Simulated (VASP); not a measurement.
# Sn (Fm-3m) in VASP: further runs

Sn is run at these levels: PBE; tasks: single point.

All numbers are computed with VASP 6.6.1; they aren't measurements. Logs are shortened: lines on timing, memory, paths and dates and some standing lists are left out, and cuts for length are marked.

## (1) The cell of the first run

It takes space group Fm-3m (No. 225, cubic). The conventional cell has a = 4.718 Å, b = 4.718 Å, c = 4.718 Å, α = 90.00°, β = 90.00°, γ = 90.00°. Within 4.4 Å of Sn (site symmetry m-3m) lie 12 Sn at 3.34 Å.

This isn't the form of Sn at room conditions, which is tetragonal (white tin).

## (2) Single point, PBE

File INCAR:

```
PREC     = Accurate       # precision mode
ENCUT    = 520            # plane-wave cutoff, eV
EDIFF    = 1E-6           # SCF threshold, eV
ISMEAR   = -1             # smearing method
SIGMA    = 0.06122561905347299 # smearing width, eV
LREAL    = False          # projectors in reciprocal space
LASPH    = True           # aspherical terms in the spheres
NELM     = 100            # most SCF steps
ALGO     = Normal         # electronic algorithm
ISIF     = 2              # what is computed and relaxed
LWAVE    = False          # write WAVECAR
LCHARG   = False          # write CHGCAR
GGA      = PE             # functional
NBANDS   = 13             # bands
```

File KPOINTS:

```
regular mesh
0
Gamma
  39 39 39
```

File POSCAR:

```
Sn
1.0
    0.0000000000      2.3589049370      2.3589049370
    2.3589049370      0.0000000000      2.3589049370
    2.3589049370      2.3589049370      0.0000000000
Sn
1
Direct
    0.0000000000      0.0000000000      0.0000000000
```

Potentials or basis: VASP PAW PBE potentials, release 64 (Sn_d).

Started as:

```bash
cat potpaw_PBE.64/Sn_d/POTCAR > POTCAR
mpirun -np 1 vasp_std > vasp.out
```

OUTCAR:

```text
PREC = Accurate
   ENCUT = 520
   EDIFF = 1E-6
   ISMEAR = -1
   LREAL = False
   LASPH = True
   NELM = 100
   ISIF = 2
   GGA = PE

 ion  position               nearest neighbor table
   1  0.000  0.000  0.000-

  LATTYP: Found a face centered cubic cell.
 ALAT       =     4.7178098740

  Lattice vectors:

 A1 = (   0.0000000000,   2.3589049370,   2.3589049370)
 A2 = (   2.3589049370,   0.0000000000,   2.3589049370)
 A3 = (   2.3589049370,   2.3589049370,   0.0000000000)

Analysis of symmetry for initial positions (statically):
=====================================================================
 Subroutine PRICEL returns:
 Original cell was already a primitive cell.

 Routine SETGRP: Setting up the symmetry group for a
 face centered cubic supercell.

 Subroutine GETGRP returns: Found 48 space group operations
 (whereof 48 operations were pure point group operations)
 out of a pool of 48 trial point group operations.

The static configuration has the point symmetry O_h .

Analysis of symmetry for dynamics (positions and initial velocities):
=====================================================================
 Subroutine PRICEL returns:
 Original cell was already a primitive cell.

 Routine SETGRP: Setting up the symmetry group for a
 face centered cubic supercell.

 Subroutine GETGRP returns: Found 48 space group operations
 (whereof 48 operations were pure point group operations)
 out of a pool of 48 trial point group operations.

The dynamic configuration has the point symmetry O_h .

 Subroutine INISYM returns: Found 48 space group operations
 (whereof 48 operations are pure point group operations),
 and found     1 'primitive' translations

----------------------------------------------------------------------------------------

                                     Primitive cell

  volume of cell :      26.2519

  direct lattice vectors                    reciprocal lattice vectors
     0.000000000  2.358904937  2.358904937    -0.211962760  0.211962760  0.211962760
     2.358904937  0.000000000  2.358904937     0.211962760 -0.211962760  0.211962760
     2.358904937  2.358904937  0.000000000     0.211962760  0.211962760 -0.211962760

  length of vectors
     3.335995354  3.335995354  3.335995354     0.367130269  0.367130269  0.367130269

  position of ions in fractional coordinates (direct lattice)
     0.000000000  0.000000000  0.000000000

  ion indices of the primitive-cell ions
   primitive index   ion index
                 1           1

----------------------------------------------------------------------------------------

 KPOINTS: regular mesh

Automatic generation of k-mesh.
 Grid dimensions read from file:
 generate k-points for:   39   39   39

 Generating k-lattice:

  Cartesian coordinates                     Fractional coordinates (reciprocal lattice)
    -0.005434943  0.005434943  0.005434943     0.025641026  0.000000000  0.000000000
     0.005434943 -0.005434943  0.005434943     0.000000000  0.025641026  0.000000000
     0.005434943  0.005434943 -0.005434943     0.000000000  0.000000000  0.025641026

  Length of vectors
     0.009413597  0.009413597  0.009413597

  Shift w.r.t. Gamma in fractional coordinates (k-lattice)
     0.000000000  0.000000000  0.000000000

 Subroutine IBZKPT returns following result:
 ===========================================

 Found   1540 irreducible k-points:

 Following reciprocal coordinates:
            Coordinates               Weight
  0.000000  0.000000  0.000000      1.000000
  0.025641  0.000000  0.000000      8.000000
  0.051282  0.000000  0.000000      8.000000
  0.076923  0.000000  0.000000      8.000000
  0.102564  0.000000  0.000000      8.000000
  0.128205  0.000000  0.000000      8.000000
[... 16 lines left out ...]
  0.076923  0.025641  0.000000     24.000000
  0.102564  0.025641  0.000000     24.000000
 [... further k-points ...]
   k-points           NKPTS =   1540   k-points in BZ     NKDIM =   1540   number of bands    NBANDS=     13
   number of dos      NEDOS =    301   number of ions     NIONS =      1
   total plane-waves  NPLWV =  21952
   dimension x,y,z NGX =    28 NGY =   28 NGZ =   28
   dimension x,y,z NGXF=    56 NGYF=   56 NGZF=   56
   ions per type =               1
   NGX,Y,Z   is equivalent  to a cutoff of  13.95, 13.95, 13.95 a.u.
   NGXF,Y,Z  is equivalent  to a cutoff of  27.91, 27.91, 27.91 a.u.
 SYSTEM =  unknown system
   PREC   = accura    normal or accurate (medium, high low for compatibility)
   ISTART =      0    job   : 0-new  1-cont  2-samecut
   ICHARG =      2    charge: 1-file 2-atom 10-const
   ISPIN  =      1    spin polarized calculation?
   LNONCOLLINEAR =      F non collinear calculations
   LSORBIT =      F    spin-orbit coupling
   LASPH  =      T    aspherical Exc in radial PAW
   ENCUT  =  520.0 eV  38.22 Ry    6.18 a.u.   6.20  6.20  6.20*2*pi/ulx,y,z
   NELM   =    100;   NELMIN=  2; NELMDL= -5     # of ELM steps
   EDIFF  = 0.1E-05   stopping-criterion for ELM
   LREAL  =      F    real-space projection
   EDIFFG = 0.1E-04   stopping-criterion for IOM
   NSW    =      0    number of steps for IOM
   IBRION =     -1    ionic relax: 0-MD 1-quasi-New 2-CG
   NFREE  =      0    steps in history (QN), initial steepest desc. (CG)
   ISIF   =      2    stress and relaxation
   ISYM   =      2    0-nonsym 1-usesym 2-fastsym
   POTIM  = 0.5000    time-step for ionic-motion
   TEBEG  =    0.0;   TEEND  =   0.0 temperature during run
   PSTRESS=    0.0 pullay stress
   NELECT =      14.0000    total number of electrons
   NUPDOWN=      -1.0000    fix difference up-down
   EMIN   =  10.00;   EMAX   =-10.00  energy-range for DOS
   EFERMI =   0.00;   METHOD = LEGACY
   ISMEAR =    -1;   SIGMA  =   0.06  broadening in eV -4-tet -1-fermi 0-gaus
   EFERMI_NEDOS =   21; number of points for ismear=-14 and -15
   IALGO  =     38    algorithm
   IMIX   =      4    mixing-type and parameters
     AMIX     =   0.40;   BMIX     =  1.00
     AMIX_MAG =   1.60;   BMIX_MAG =  1.00
  volume/ion in A,a.u.               =      26.25       177.16
  Fermi-wavevector in a.u.,A,eV,Ry     =   1.327589  2.508780 23.980177  1.762493
  Thomas-Fermi vector in A             =   2.456890
   LORBIT       =      0    0 simple, 1 ext, 2 COOP (PROOUT), +10 PAW based schemes
   GGA     = PE    functional components
   LHFCALC =     F    Hartree Fock is set to
   AEXX    =    0.0000 exact exchange contribution
   IVDW    =     0    specifies the selected vdW correction
   LEPSILON=     F    determine dielectric tensor
   LRPA    =     F    only Hartree local field effects (RPA)
 non-spin polarized calculation
  energy-cutoff  :      520.00
  volume of cell :       26.25
 maximum number of plane-waves:       725
 NGX is ok and might be reduce to    28
   NGX = 13   NGY = 13   NGZ = 13

 number of electron      14.0000001 magnetization

 Free energy of the ion-electron system (eV)
  ---------------------------------------------------
  ext. energy  EPLUGINS =         0.00000000
  ---------------------------------------------------
  free energy    TOTEN  =        -3.77047010 eV

  energy without entropy =       -3.76402022  energy(sigma->0) =       -3.76724516

 E-fermi :   8.6014     XC(G=0): -10.5277

 val. band max:        8.6009732245   @ k =  -0.4359   0.4103   0.1538
 cond. band min:       8.6096296048   @ k =  -0.4872   0.3333   0.0256
 fundamental gap:      0.0086563803
 Fermi energy:         8.6014355577

 k-point     1 :       0.0000    0.0000    0.0000
  band No.  band energies     occupation
      1     -13.0137      2.00000
      2     -13.0137      2.00000
      3     -13.0137      2.00000
      4     -12.9270      2.00000
      5     -12.9270      2.00000
      6      -2.8256      2.00000
      7      16.5665      0.00000
      8      16.5665      0.00000
      9      16.5665      0.00000
     10      19.2124      0.00000
     11      20.6251      0.00000
     12      20.6251      0.00000
     13      20.6251      0.00000

 k-point     2 :       0.0256    0.0000    0.0000
  band No.  band energies     occupation
      1     -13.0136      2.00000
      2     -13.0130      2.00000
      3     -13.0130      2.00000
      4     -12.9271      2.00000
      5     -12.9271      2.00000
      6      -2.8117      2.00000
      7      16.3846      0.00000
      8      16.5417      0.00000
      9      16.5417      0.00000
     10      19.0811      0.00000
     11      20.6669      0.00000
     12      20.6669      0.00000
     13      20.9075      0.00000

 k-point     3 :       0.0513    0.0000    0.0000
  band No.  band energies     occupation
      1     -13.0135      2.00000
      2     -13.0112      2.00000
      3     -13.0112      2.00000
      4     -12.9272      2.00000
      5     -12.9272      2.00000
      6      -2.7698      2.00000
      7      15.8917      0.00000
      8      16.4706      0.00000
      9      16.4706      0.00000
     10      18.8799      0.00000
     11      20.7884      0.00000
     12      20.7884      0.00000
     13      21.4872      0.00000
[... 305 lines left out ...]
 k-point    23 :       0.0769    0.0256    0.0000
  band No.  band energies     occupation
      1     -13.0147      2.00000
      2     -13.0084      2.00000
      3     -13.0078      2.00000
      4     -12.9290      2.00000
      5     -12.9255      2.00000
      6      -2.7140      2.00000
      7      15.4433      0.00000
      8      16.1691      0.00000
      9      16.4671      0.00000
     10      18.6964      0.00000
     11      20.8455      0.00000
     12      21.1679      0.00000
     13      21.9579      0.00000

 k-point    24 :       0.1026    0.0256    0.0000
  band No.  band energies     occupation
      1     -13.0145      2.00000
      2     -13.0051      2.00000
      3     -13.0041      2.00000
      4     -12.9295      2.00000
      5     -12.9248      2.00000
      6      -2.6256      2.00000
      7      14.6829      0.00000
      8      15.9974      0.00000
      9      16.3867      0.00000
     10      18.6179      0.00000
     11      20.9670      0.00000
     12      21.4427      0.00000
     13      22.3713      0.00000

 [... further k-points ...]

------------------------ aborting loop because EDIFF is reached ----------------------------------------

  FORCE on cell =-STRESS in cart. coord.  units (eV):
  Direction    XX          YY          ZZ          XY          YZ          ZX
  --------------------------------------------------------------------------------------
  -------------------------------------------------------------------------------------
  Total        0.5734570      0.5734570      0.5734570      0.0000000      0.0000000      0.0000000
  in kB       34.9985535     34.9985535     34.9985535      0.0000000      0.0000000      0.0000000
  external PRESSURE =      34.9985535 kB  Pullay stress =       0.0000000 kB

 VOLUME and BASIS-vectors are now :
 -----------------------------------------------------------------------------
  energy-cutoff  :      520.00
  volume of cell :       26.25
      direct lattice vectors                 reciprocal lattice vectors
     0.000000000  2.358904937  2.358904937    -0.211962760  0.211962760  0.211962760
     2.358904937  0.000000000  2.358904937     0.211962760 -0.211962760  0.211962760
     2.358904937  2.358904937  0.000000000     0.211962760  0.211962760 -0.211962760

 POSITION                                       TOTAL-FORCE (eV/Angst)
 -----------------------------------------------------------------------------------
      0.00000      0.00000      0.00000         0.000000      0.000000      0.000000
 -----------------------------------------------------------------------------------
    total drift:                               -0.000000     -0.000000      0.000000

  FREE ENERGIE OF THE ION-ELECTRON SYSTEM (eV)
  ---------------------------------------------------
  free  energy   TOTEN  =        -3.7704700953 eV

  energy  without entropy=       -3.7640202185  energy(sigma->0) =       -3.76724516
```

Wall time 9.4 min (1 thread of Oxide Virtual Turin-like, shared host); peak memory 0.53 GiB.

What came out:

| Property | Result |
| --- | --- |
| Free energy | -3.7705 eV |
| Pressure | 3.5 GPa |
| Band gap on the k mesh | zero (bands 7 and 8 overlap by 10.05 eV) |

Levels at points of the mesh, in eV from the Fermi level:
```csv
k point,band 4,band 5,band 6,band 7,band 8,band 9,band 10,band 11
"(0.00, 0.00, 0.00)",-21.53,-21.53,-11.43,7.97,7.97,7.97,10.61,12.02
```

Caveat: the cell stands under pressure; spin-orbit coupling is left out, which moves the levels of the heavy elements.

## (3) Single point, PBE

This run uses another cell than the first one, of 26.81 Å³/atom.

File INCAR:

```
ALGO     = Normal         # electronic algorithm
EDIFF    = 1E-6           # SCF threshold, eV
ENCUT    = 520            # plane-wave cutoff, eV
GGA      = PE             # functional
ISIF     = 2              # what is computed and relaxed
ISMEAR   = -1             # smearing method
LASPH    = T              # aspherical terms in the spheres
LCHARG   = T              # write CHGCAR
LELF     = T              # ELF
LREAL    = F              # projectors in reciprocal space
LVHAR    = T            
LWAVE    = F              # write WAVECAR
NBANDS   = 13             # bands
NELM     = 60             # most SCF steps
PREC     = Accurate       # precision mode
SIGMA    = 0.06122561905347299 # smearing width, eV
```

File KPOINTS:

```
k-points
0
Gamma
  39 39 39
```

File POSCAR:

```
Sn
1.0
    0.0000000000      2.3755174909      2.3755174909
    2.3755174909      0.0000000000      2.3755174909
    2.3755174909      2.3755174909      0.0000000000
Sn
1
Direct
    0.0000000000      0.0000000000      0.0000000000
```

Potentials or basis: VASP PAW PBE potentials, release 64 (Sn_d).

Started as:

```bash
cat potpaw_PBE.64/Sn_d/POTCAR > POTCAR
mpirun -np 1 vasp_std > vasp.out
```

It took 11 min on 1 thread of Oxide Virtual Turin-like, shared host; peak memory 0.54 GiB.

The run converged. Its results:

```
Free energy            : -3.7806 eV
Pressure               : 2.2 GPa
Band gap on the k mesh : zero (bands 7 and 8 overlap by 9.83 eV)
```

Levels at points of the mesh, in eV from the Fermi level:
```tsv
k point	band 5	band 6	band 7	band 8	band 9	band 10
(0.00, 0.00, 0.00)	-21.52	-11.27	7.79	7.79	7.79	10.59
```

Caveat: spin-orbit coupling is left out, which moves the levels of the heavy elements.

## (4) Single point, PBE

This run uses another cell than the first one, of 29.60 Å³/atom.

File INCAR:

```
SYSTEM = Sn
ALGO = Normal ; EDIFF = 1E-6
ENCUT = 520 ; GGA = PE
ISIF = 2 ; ISMEAR = -1
LASPH = .True. ; LCHARG = .False.
LREAL = .False. ; LWAVE = .False.
NBANDS = 13 ; NELM = 80
PREC = Accurate ; SIGMA = 0.06122561905347299
```

File KPOINTS:

```
k-points
0
Gamma
  39 39 39
  0 0 0
```

File POSCAR:

```
Sn
1.0
    0.0000000000      2.4552917801      2.4552917801
    2.4552917801      0.0000000000      2.4552917801
    2.4552917801      2.4552917801      0.0000000000
Sn
1
Direct
    0.0000000000      0.0000000000      0.0000000000
```

Started as:

```bash
cat potpaw_PBE.64/Sn_d/POTCAR > POTCAR
mpirun -np 1 vasp_std > vasp.out
```

Wall time 12 min (1 thread of Oxide Virtual Turin-like, shared host); peak memory 0.58 GiB.

Results (log left out):

```yaml
Free_energy: -3.7767 eV
Pressure: -2.3 GPa
Band_gap_on_the_k_mesh: zero (bands 7 and 8 overlap by 8.81 eV)
```

Levels at points of the mesh, in eV from the Fermi level:
```csv
k point,band 4,band 5,band 6,band 7,band 8,band 9,band 10,band 11
"(0.00, 0.00, 0.00)",-21.50,-21.50,-10.57,6.99,6.99,6.99,10.48,11.30
```

Caveat: spin-orbit coupling is left out, which moves the levels of the heavy elements.

## (5) The runs side by side

```csv
cell,gap on the mesh (eV),pressure (GPa)
"a = 3.336 Å, angles 60.0°, 1 atom",none,3.5
"a = 3.359 Å, angles 60.0°, 1 atom",none,2.2
"a = 3.472 Å, angles 60.0°, 1 atom",none,-2.3
```

Alike in all rows: task single point; level PBE; potentials or basis VASP PAW PBE potentials, release 64 (Sn_d); no spin polarisation; k mesh 39 × 39 × 39; cutoff (eV) 520; smearing fermi-dirac 0.0612256 eV.

Caveats: spin-orbit coupling is left out, which moves the levels of the heavy elements; the cell stands under pressure (at least some runs).

Total energies depend on the potentials used, so only differences within one code and one set of settings carry meaning.
